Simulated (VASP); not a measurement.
# Hf2Si: single point with PBEsol

The system is Hf2Si.

```
Hf Si
1.0
    -3.27535    3.27535    2.58282
     3.27535   -3.27535    2.58282
     3.27535    3.27535   -2.58282
Hf Si
4 2
Direct
  0.84351 0.65649 0.50000
  0.34351 0.84351 0.18703
  0.15649 0.34351 0.50000
  0.65649 0.15649 0.81297
  0.75000 0.75000 0.00000
  0.25000 0.25000 0.00000
```

```
Program             : VASP 6.6.1
Task                : single point
Functional          : PBEsol
Potentials or basis : VASP PAW PBE potentials, release 64 (Hf_pv, Si)
Cutoff              : 520 eV
k mesh              : 5 × 5 × 5
Occupations         : gaussian, width 0.05 eV
Spin                : no spin polarisation
```

| Quantity | Value |
| --- | --- |
| Pressure | -2.6 GPa |
| Largest force | 0.019 eV/Å |
| Band gap on the k mesh | zero (band 24 reaches 6.53 eV, above the bottom of band 25 at 5.80 eV) |

Forces in eV/Å, atoms in the order of the input:
```
Hf  -0.014  0.014  0.000
Hf   0.014  0.014  0.000
Hf   0.014 -0.014  0.000
Hf  -0.014 -0.014  0.000
Si   0.000  0.000  0.000
Si   0.000  0.000  0.000
```

Stress tensor (GPa, compression positive):
```
-2.44  0.00  0.00
 0.00 -2.44  0.00
 0.00  0.00 -2.95
```

Levels at points of the mesh, in eV from the Fermi level:
| k point | band 20 | band 21 | band 22 | band 23 | band 24 | band 25 | band 26 | band 27 | band 28 | band 29 |
| --- | --- | --- | --- | --- | --- | --- | --- | --- | --- | --- |
| (0.00, 0.00, 0.00) | -1.39 | -1.27 | -1.27 | -0.99 | -0.91 | 2.02 | 2.05 | 2.08 | 2.53 | 2.53 |

Run time: 32 s on 1 thread of Intel(R) Xeon(R) 6975P-C (Granite Rapids), on a shared host, peak memory 0.25 GiB.

Caveat: the PAW data sets were made with another functional, which shifts forces and pressure a little; spin-orbit coupling is left out, which moves the levels of the heavy elements.
